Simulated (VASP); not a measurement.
# LiCl (Fm-3m) in VASP: a series of runs

LiCl is run at these levels: PBEsol; tasks: single point.

All numbers are computed with VASP 6.6.1; they aren't measurements. Logs are shortened: lines on timing, memory, paths and dates and some standing lists are left out, and cuts for length are marked.

**1. The cell of the first run**

The structure is cubic, space group Fm-3m (No. 225). Conventional cell: a = 5.060 Å, b = 5.060 Å, c = 5.060 Å, α = 90.00°, β = 90.00°, γ = 90.00°. Within 3.3 Å of Cl (site symmetry m-3m) lie 6 Li at 2.53 Å. Within 3.3 Å of Li (site symmetry m-3m) lie 6 Cl at 2.53 Å.

**2. Single point, PBEsol (volume scaled by 0.96)**

The input, INCAR:

```
  PREC = Accurate
  ENCUT = 520
  EDIFF = 1E-7
  ISMEAR = -1
  SIGMA = 0.05
  LREAL = False
  LASPH = True
  NELM = 80
  ALGO = Normal
  ISIF = 2
  LWAVE = False
  LCHARG = False
  GGA = PS
  NBANDS = 12
```

The input, KPOINTS:

```
Automatic mesh
0
Gamma
  9 9 9
```

The input, POSCAR:

```
LiCl
1.0
    0.0000000000      2.5301066968      2.5301066968
    2.5301066968      0.0000000000      2.5301066968
    2.5301066968      2.5301066968      0.0000000000
Cl Li
1 1
Direct
    0.5000000000      0.5000000000      0.5000000000
    0.0000000000      0.0000000000      0.0000000000
```

Potentials or basis: VASP PAW PBE potentials, release 64 (Cl, Li_sv).

On the command line:

```
cat potpaw_PBE.64/Cl/POTCAR potpaw_PBE.64/Li_sv/POTCAR > POTCAR
mpirun -np 1 vasp_std > vasp.out
```

OUTCAR:

```text
PREC = Accurate
   ENCUT = 520
   EDIFF = 1E-7
   ISMEAR = -1
   LREAL = False
   LASPH = True
   NELM = 80
   ISIF = 2
   GGA = PS

 ion  position               nearest neighbor table
   1  0.500  0.500  0.500-   2 2.53   2 2.53   2 2.53   2 2.53   2 2.53   2 2.53
   2  0.000  0.000  0.000-   1 2.53   1 2.53   1 2.53   1 2.53   1 2.53   1 2.53

  LATTYP: Found a face centered cubic cell.
 ALAT       =     5.0602133936

  Lattice vectors:

 A1 = (   0.0000000000,   2.5301066968,   2.5301066968)
 A2 = (   2.5301066968,   0.0000000000,   2.5301066968)
 A3 = (   2.5301066968,   2.5301066968,   0.0000000000)

Analysis of symmetry for initial positions (statically):
=====================================================================
 Subroutine PRICEL returns:
 Original cell was already a primitive cell.

 Routine SETGRP: Setting up the symmetry group for a
 face centered cubic supercell.

 Subroutine GETGRP returns: Found 48 space group operations
 (whereof 48 operations were pure point group operations)
 out of a pool of 48 trial point group operations.

The static configuration has the point symmetry O_h .

Analysis of symmetry for dynamics (positions and initial velocities):
=====================================================================
 Subroutine PRICEL returns:
 Original cell was already a primitive cell.

 Routine SETGRP: Setting up the symmetry group for a
 face centered cubic supercell.

 Subroutine GETGRP returns: Found 48 space group operations
 (whereof 48 operations were pure point group operations)
 out of a pool of 48 trial point group operations.

The dynamic configuration has the point symmetry O_h .

 Subroutine INISYM returns: Found 48 space group operations
 (whereof 48 operations are pure point group operations),
 and found     1 'primitive' translations

----------------------------------------------------------------------------------------

                                     Primitive cell

  volume of cell :      32.3927

  direct lattice vectors                    reciprocal lattice vectors
     0.000000000  2.530106697  2.530106697    -0.197620124  0.197620124  0.197620124
     2.530106697  0.000000000  2.530106697     0.197620124 -0.197620124  0.197620124
     2.530106697  2.530106697  0.000000000     0.197620124  0.197620124 -0.197620124

  length of vectors
     3.578111205  3.578111205  3.578111205     0.342288096  0.342288096  0.342288096

  position of ions in fractional coordinates (direct lattice)
     0.500000000  0.500000000  0.500000000
     0.000000000  0.000000000  0.000000000

  ion indices of the primitive-cell ions
   primitive index   ion index
                 1           1
                 2           2

----------------------------------------------------------------------------------------

 KPOINTS: Automatic mesh

Automatic generation of k-mesh.
 Grid dimensions read from file:
 generate k-points for:    9    9    9

 Generating k-lattice:

  Cartesian coordinates                     Fractional coordinates (reciprocal lattice)
    -0.021957792  0.021957792  0.021957792     0.111111111  0.000000000  0.000000000
     0.021957792 -0.021957792  0.021957792     0.000000000  0.111111111  0.000000000
     0.021957792  0.021957792 -0.021957792     0.000000000  0.000000000  0.111111111

  Length of vectors
     0.038032011  0.038032011  0.038032011

  Shift w.r.t. Gamma in fractional coordinates (k-lattice)
     0.000000000  0.000000000  0.000000000

 Subroutine IBZKPT returns following result:
 ===========================================

 Found     35 irreducible k-points:

 Following reciprocal coordinates:
            Coordinates               Weight
  0.000000  0.000000  0.000000      1.000000
  0.111111  0.000000  0.000000      8.000000
  0.222222  0.000000  0.000000      8.000000
  0.333333  0.000000  0.000000      8.000000
  0.444444  0.000000  0.000000      8.000000
  0.111111  0.111111  0.000000      6.000000
[... 16 lines left out ...]
 -0.333333  0.333333  0.000000     12.000000
  0.444444  0.444444  0.000000      6.000000
 [... further k-points ...]
   k-points           NKPTS =     35   k-points in BZ     NKDIM =     35   number of bands    NBANDS=     12
   number of dos      NEDOS =    301   number of ions     NIONS =      2
   total plane-waves  NPLWV =  21952
   dimension x,y,z NGX =    28 NGY =   28 NGZ =   28
   dimension x,y,z NGXF=    56 NGYF=   56 NGZF=   56
   ions per type =               1   1
   NGX,Y,Z   is equivalent  to a cutoff of  13.01, 13.01, 13.01 a.u.
   NGXF,Y,Z  is equivalent  to a cutoff of  26.02, 26.02, 26.02 a.u.
 SYSTEM =  unknown system
   PREC   = accura    normal or accurate (medium, high low for compatibility)
   ISTART =      0    job   : 0-new  1-cont  2-samecut
   ICHARG =      2    charge: 1-file 2-atom 10-const
   ISPIN  =      1    spin polarized calculation?
   LNONCOLLINEAR =      F non collinear calculations
   LSORBIT =      F    spin-orbit coupling
   LASPH  =      T    aspherical Exc in radial PAW
   ENCUT  =  520.0 eV  38.22 Ry    6.18 a.u.   6.65  6.65  6.65*2*pi/ulx,y,z
   NELM   =     80;   NELMIN=  2; NELMDL= -5     # of ELM steps
   EDIFF  = 0.1E-06   stopping-criterion for ELM
   LREAL  =      F    real-space projection
   EDIFFG = 0.1E-05   stopping-criterion for IOM
   NSW    =      0    number of steps for IOM
   IBRION =     -1    ionic relax: 0-MD 1-quasi-New 2-CG
   NFREE  =      0    steps in history (QN), initial steepest desc. (CG)
   ISIF   =      2    stress and relaxation
   ISYM   =      2    0-nonsym 1-usesym 2-fastsym
   POTIM  = 0.5000    time-step for ionic-motion
   TEBEG  =    0.0;   TEEND  =   0.0 temperature during run
   PSTRESS=    0.0 pullay stress
   NELECT =      10.0000    total number of electrons
   NUPDOWN=      -1.0000    fix difference up-down
   EMIN   =  10.00;   EMAX   =-10.00  energy-range for DOS
   EFERMI =   0.00;   METHOD = LEGACY
   ISMEAR =    -1;   SIGMA  =   0.05  broadening in eV -4-tet -1-fermi 0-gaus
   EFERMI_NEDOS =   21; number of points for ismear=-14 and -15
   IALGO  =     38    algorithm
   IMIX   =      4    mixing-type and parameters
     AMIX     =   0.40;   BMIX     =  1.00
     AMIX_MAG =   1.60;   BMIX_MAG =  1.00
  volume/ion in A,a.u.               =      16.20       109.30
  Fermi-wavevector in a.u.,A,eV,Ry     =   1.106435  2.090859 16.656238  1.224199
  Thomas-Fermi vector in A             =   2.242936
   LORBIT       =      0    0 simple, 1 ext, 2 COOP (PROOUT), +10 PAW based schemes
   GGA     = PS    functional components
   LHFCALC =     F    Hartree Fock is set to
   AEXX    =    0.0000 exact exchange contribution
   IVDW    =     0    specifies the selected vdW correction
   LEPSILON=     F    determine dielectric tensor
   LRPA    =     F    only Hartree local field effects (RPA)
 non-spin polarized calculation
  energy-cutoff  :      520.00
  volume of cell :       32.39
 maximum number of plane-waves:       893
   NGX = 13   NGY = 13   NGZ = 13

 number of electron      10.0000000 magnetization

 number of electron       9.9999996 magnetization

 Free energy of the ion-electron system (eV)
  ---------------------------------------------------
  ext. energy  EPLUGINS =         0.00000000
  ---------------------------------------------------
  free energy    TOTEN  =        -7.63909480 eV

  energy without entropy =       -7.63909480  energy(sigma->0) =       -7.63909480

 E-fermi :   1.9856     XC(G=0):  -9.0891

 val. band max:        0.8490942038   @ k =   0.0000   0.0000   0.0000
 cond. band min:       7.2235001703   @ k =   0.0000   0.0000   0.0000
 fundamental gap:      6.3744059664
 Fermi energy:         1.9856364434

 k-point     1 :       0.0000    0.0000    0.0000
  band No.  band energies     occupation
      1     -41.9010      2.00000
      2     -12.6933      2.00000
      3       0.8491      2.00000
      4       0.8491      2.00000
      5       0.8491      2.00000
      6       7.2235      0.00000
      7      12.6932      0.00000
      8      12.6932      0.00000
      9      12.6932      0.00000
     10      15.5012      0.00000
     11      15.5013      0.00000
     12      15.5017      0.00000

 k-point     2 :       0.1111    0.0000    0.0000
  band No.  band energies     occupation
      1     -41.9005      2.00000
      2     -12.6266      2.00000
      3       0.3859      2.00000
      4       0.8128      2.00000
      5       0.8128      2.00000
      6       7.6142      0.00000
      7      12.0080      0.00000
      8      12.6871      0.00000
      9      12.6871      0.00000
     10      14.0146      0.00000
     11      14.0146      0.00000
     12      15.8888      0.00000

 k-point     3 :       0.2222    0.0000    0.0000
  band No.  band energies     occupation
      1     -41.8994      2.00000
      2     -12.4495      2.00000
      3      -0.6030      2.00000
      4       0.7252      2.00000
      5       0.7252      2.00000
      6       8.0453      0.00000
      7      11.7029      0.00000
      8      11.7558      0.00000
      9      11.7558      0.00000
     10      14.4907      0.00000
     11      14.4907      0.00000
     12      16.3877      0.00000
[... 286 lines left out ...]
 k-point    23 :      -0.3333    0.3333    0.0000
  band No.  band energies     occupation
      1     -41.8963      2.00000
      2     -11.8558      2.00000
      3      -1.5397      2.00000
      4      -1.3589      2.00000
      5       0.1388      2.00000
      6       8.8716      0.00000
      7      11.5383      0.00000
      8      11.8356      0.00000
      9      11.8752      0.00000
     10      15.4748      0.00000
     11      17.0121      0.00000
     12      19.5058      0.00000

 k-point    24 :       0.4444    0.4444    0.0000
  band No.  band energies     occupation
      1     -41.8962      2.00000
      2     -11.8088      2.00000
      3      -2.2123      2.00000
      4      -0.3224      2.00000
      5      -0.3224      2.00000
      6       8.7660      0.00000
      7       8.9408      0.00000
      8      13.1852      0.00000
      9      14.9851      0.00000
     10      14.9851      0.00000
     11      17.9488      0.00000
     12      19.8468      0.00000

 [... further k-points ...]

------------------------ aborting loop because EDIFF is reached ----------------------------------------

  FORCE on cell =-STRESS in cart. coord.  units (eV):
  Direction    XX          YY          ZZ          XY          YZ          ZX
  --------------------------------------------------------------------------------------
  -------------------------------------------------------------------------------------
  Total        0.0025582      0.0025582      0.0025582      0.0000000     -0.0000000      0.0000000
  in kB        0.1265320      0.1265320      0.1265320      0.0000000     -0.0000000      0.0000000
  external PRESSURE =       0.1265320 kB  Pullay stress =       0.0000000 kB

 VOLUME and BASIS-vectors are now :
 -----------------------------------------------------------------------------
  energy-cutoff  :      520.00
  volume of cell :       32.39
      direct lattice vectors                 reciprocal lattice vectors
     0.000000000  2.530106697  2.530106697    -0.197620124  0.197620124  0.197620124
     2.530106697  0.000000000  2.530106697     0.197620124 -0.197620124  0.197620124
     2.530106697  2.530106697  0.000000000     0.197620124  0.197620124 -0.197620124

 POSITION                                       TOTAL-FORCE (eV/Angst)
 -----------------------------------------------------------------------------------
      2.53011      2.53011      2.53011         0.000000     -0.000000      0.000000
      0.00000      0.00000      0.00000        -0.000000      0.000000     -0.000000
 -----------------------------------------------------------------------------------
    total drift:                                0.000000      0.000000      0.000000

  FREE ENERGIE OF THE ION-ELECTRON SYSTEM (eV)
  ---------------------------------------------------
  free  energy   TOTEN  =        -7.6390947974 eV

  energy  without entropy=       -7.6390947973  energy(sigma->0) =       -7.63909480
```

Wall time 13 s (1 thread of Intel Xeon 6975P-C, shared host); peak memory 0.15 GiB.

Results:

```yaml
Free_energy: -7.6391 eV
Band_gap_on_the_k_mesh: 6.37 eV, direct
```

Levels at points of the mesh, in eV from the valence-band top:
```tsv
k point	band 3	band 4	band 5	band 6	band 7	band 8
(0.00, 0.00, 0.00)	0.00	0.00	0.00	6.37	11.84	11.84
```

Caveat: the cutoff is under 1.25 times the usual one of these potentials, so pressure, stress and relaxed cells hold a basis-set (Pulay) error; the PAW data sets were made with another functional, which shifts forces and pressure a little.

**3. Single point, PBEsol (volume scaled by 0.98)**

The input, INCAR:

```
ALGO = Normal
EDIFF = 1E-6
ENCUT = 520
GGA = PS
ISIF = 2
ISMEAR = -1
LASPH = T
LCHARG = F
LREAL = F
LWAVE = F
NBANDS = 12
NELM = 100
PREC = Accurate
SIGMA = 0.05
```

The input, KPOINTS:

```
k-points
0
Gamma
  9 9 9
```

The input, POSCAR:

```
LiCl
1.0
    0.0000000000      2.5475562599      2.5475562599
    2.5475562599      0.0000000000      2.5475562599
    2.5475562599      2.5475562599      0.0000000000
Cl Li
1 1
Direct
    0.5000000000      0.5000000000      0.5000000000
    0.0000000000      0.0000000000      0.0000000000
```

Potentials or basis: VASP PAW PBE potentials, release 64 (Cl, Li_sv).

On the command line:

```
cat potpaw_PBE.64/Cl/POTCAR potpaw_PBE.64/Li_sv/POTCAR > POTCAR
mpirun -np 1 vasp_std > vasp.out
```

OUTCAR:

```text
EDIFF = 1E-6
   ENCUT = 520
   GGA = PS
   ISIF = 2
   ISMEAR = -1
   LASPH = T
   LREAL = F
   NELM = 100
   PREC = Accurate

 ion  position               nearest neighbor table
   1  0.500  0.500  0.500-   2 2.55   2 2.55   2 2.55   2 2.55   2 2.55   2 2.55
   2  0.000  0.000  0.000-   1 2.55   1 2.55   1 2.55   1 2.55   1 2.55   1 2.55

  LATTYP: Found a face centered cubic cell.
 ALAT       =     5.0951125198

  Lattice vectors:

[... 543 lines left out ...]

 [... further k-points ...]

------------------------ aborting loop because EDIFF is reached ----------------------------------------

  FORCE on cell =-STRESS in cart. coord.  units (eV):
  Direction    XX          YY          ZZ          XY          YZ          ZX
  --------------------------------------------------------------------------------------
  -------------------------------------------------------------------------------------
  Total       -0.1418534     -0.1418534     -0.1418534      0.0000000      0.0000000      0.0000000
  in kB       -6.8730424     -6.8730424     -6.8730424      0.0000000      0.0000000      0.0000000
  external PRESSURE =      -6.8730424 kB  Pullay stress =       0.0000000 kB

 VOLUME and BASIS-vectors are now :
 -----------------------------------------------------------------------------
  energy-cutoff  :      520.00
  volume of cell :       33.07
      direct lattice vectors                 reciprocal lattice vectors
     0.000000000  2.547556260  2.547556260    -0.196266519  0.196266519  0.196266519
     2.547556260  0.000000000  2.547556260     0.196266519 -0.196266519  0.196266519
     2.547556260  2.547556260  0.000000000     0.196266519  0.196266519 -0.196266519

 POSITION                                       TOTAL-FORCE (eV/Angst)
 -----------------------------------------------------------------------------------
      2.54756      2.54756      2.54756         0.000000     -0.000000      0.000000
      0.00000      0.00000      0.00000        -0.000000      0.000000     -0.000000
 -----------------------------------------------------------------------------------
    total drift:                                0.000000      0.000000      0.000000

  FREE ENERGIE OF THE ION-ELECTRON SYSTEM (eV)
  ---------------------------------------------------
  free  energy   TOTEN  =        -7.6381641199 eV

  energy  without entropy=       -7.6381641198  energy(sigma->0) =       -7.63816412
```

OSZICAR:

```text
N       E                     dE             d eps       ncg     rms          rms(c)
DAV:   1     0.400589175147E+02    0.40059E+02   -0.40519E+03   840   0.763E+02
DAV:   2    -0.516593042738E+01   -0.45225E+02   -0.43523E+02  1076   0.145E+02
DAV:   3    -0.761935695209E+01   -0.24534E+01   -0.24449E+01  1108   0.341E+01
DAV:   4    -0.769031903823E+01   -0.70962E-01   -0.70938E-01  1172   0.571E+00
DAV:   5    -0.769150815744E+01   -0.11891E-02   -0.11891E-02  1112   0.614E-01    0.231E+00
DAV:   6    -0.763736064901E+01    0.54148E-01   -0.10625E-01  1084   0.151E+00    0.156E+00
DAV:   7    -0.763628861398E+01    0.10720E-02   -0.33427E-02  1284   0.969E-01    0.755E-01
DAV:   8    -0.763814929720E+01   -0.18607E-02   -0.33800E-03  1048   0.410E-01    0.109E-01
DAV:   9    -0.763813795720E+01    0.11340E-04   -0.14114E-04  1060   0.829E-02    0.368E-02
DAV:  10    -0.763816324184E+01   -0.25285E-04   -0.45199E-05   992   0.469E-02    0.288E-02
DAV:  11    -0.763816411991E+01   -0.87807E-06   -0.59025E-06  1068   0.155E-02
   1 F= -.76381641E+01 E0= -.76381641E+01  d E =-.103904E-09
```

stdout:

```text
POSCAR found type information on POSCAR ClLi
 POSCAR found :  2 types and       2 ions
 scaLAPACK will be used
 -----------------------------------------------------------------------------
|                                                                             |
|                                                                             |
|     You enforced a specific xc type in the INCAR file but a different       |
|     I HOPE YOU KNOW WHAT YOU ARE DOING!                                     |
|                                                                             |
 -----------------------------------------------------------------------------

 LDA part: xc-table for (Slater+PW92), standard interpolation
 POSCAR, INCAR and KPOINTS ok, starting setup
 FFT: planning ... GRIDC
 FFT: planning ... GRID_SOFT
 FFT: planning ... GRID
 WAVECAR not read
 entering main loop
```

It took 12 s on 1 thread of Intel Xeon 6975P-C, shared host; peak memory 0.15 GiB.

Results:

```
Free energy            : -7.6382 eV
Band gap on the k mesh : 6.25 eV, direct
```

Levels at points of the mesh, in eV from the valence-band top:
```csv
k point,band 3,band 4,band 5,band 6,band 7,band 8
"(0.00, 0.00, 0.00)",0.00,0.00,0.00,6.25,11.83,11.83
```

Caveat: the cutoff is under 1.25 times the usual one of these potentials, so pressure, stress and relaxed cells hold a basis-set (Pulay) error; the PAW data sets were made with another functional, which shifts forces and pressure a little. A k mesh can miss the band edges.
